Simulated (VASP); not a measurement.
The system is LiSb7.

```
Li Sb
1.0
     7.43655    0.00000    0.00000
    -3.71827    6.44024    0.00000
     0.00000    0.00000    5.83978
Li Sb
1 7
Cartesian
  0.0000 0.0000 2.9199
  5.5747 3.2185 2.9199
  1.8619 3.2185 2.9199
  3.7183 0.0032 2.9199
  0.0000 2.0882 0.0000
  -1.9098 5.3961 0.0000
  1.9098 5.3961 0.0000
  3.7183 2.1467 0.0000
```

The cell was built from a structure type or drawn by symmetry, and may not be a known phase.

| Quantity | Value |
| --- | --- |
| Program | VASP 6.6.1 |
| Task | relaxation of cell and atoms |
| Functional | PBE |
| Potentials or basis | VASP PAW PBE potentials, release 64 (Li_sv, Sb) |
| Cutoff | 600 eV |
| k mesh | 3 × 3 × 4 |
| Occupations | gaussian, width 0.1 eV |
| Spin | no spin polarisation |

At the start: pressure -8.0 GPa; volume 34.96 Å³/atom.

Where does the relaxation end?

Over 29 steps the energy falls by 283.3 meV/atom and the volume is 26.83 Å³/atom (-23.2 %); space group P-6m2 (No. 187, to 0.1 Å) before and after.

Step by step:
```tsv
step	energy change (eV)	largest force (eV/Å)	pressure (GPa)	volume (Å³)
1	0.0000	0.1928	-7.97	279.69
2	-2.1585	0.0791	-0.78	214.99
3	-2.1668	0.0798	-0.02	211.80
4	-2.1658	0.0806	0.30	210.56
5	-2.1684	0.0821	-0.08	212.09
6	-2.1685	0.0825	-0.16	212.45
7	-2.1710	0.0942	-0.14	212.45
8	-2.1793	0.1349	-0.06	212.46
9	-2.1993	0.1834	0.15	212.45
10	-2.1824	0.5472	0.90	212.38
11	-2.2073	0.2563	0.29	212.44
12	-2.2084	0.3639	0.50	212.42
13	-2.2094	0.3121	0.40	212.43
14	-2.2102	0.3186	0.40	212.49
15	-2.2120	0.3391	0.41	212.67
16	-2.2125	0.3833	0.42	213.03
17	-2.2128	0.3659	0.41	212.89
18	-2.2146	0.3586	0.37	213.05
19	-2.2195	0.3370	0.24	213.51
20	-2.2275	0.2952	-0.01	214.43
21	-2.2367	0.2183	-0.48	216.28
22	-2.2306	0.1366	-1.33	220.01
23	-2.2382	0.1742	-0.76	217.43
24	-2.2441	0.1531	-0.66	217.03
25	-2.2571	0.0842	-0.33	215.82
26	-2.2585	0.0762	0.46	213.40
27	-2.2623	0.0328	0.05	214.57
28	-2.2644	0.0329	0.04	214.60
29	-2.2662	0.0299	0.02	214.67
```

Final structure:
```
Li Sb
1.0
     6.70138    0.00000    0.00000
    -3.35069    5.80357    0.00000
     0.00000    0.00000    5.51955
Li Sb
1 7
Direct
  0.00000 0.00000 0.50000
  0.99906 0.49953 0.50000
  0.50047 0.49953 0.50000
  0.50047 0.00094 0.50000
  0.17671 0.35343 0.00000
  0.17671 0.82329 0.00000
  0.64657 0.82329 0.00000
  0.66667 0.33333 0.00000
```

Caveat: the cutoff is under 1.25 times the usual one of these potentials, so pressure, stress and relaxed cells hold a basis-set (Pulay) error; the volume moved by over 15 % at a fixed basis, so the end points are rough.
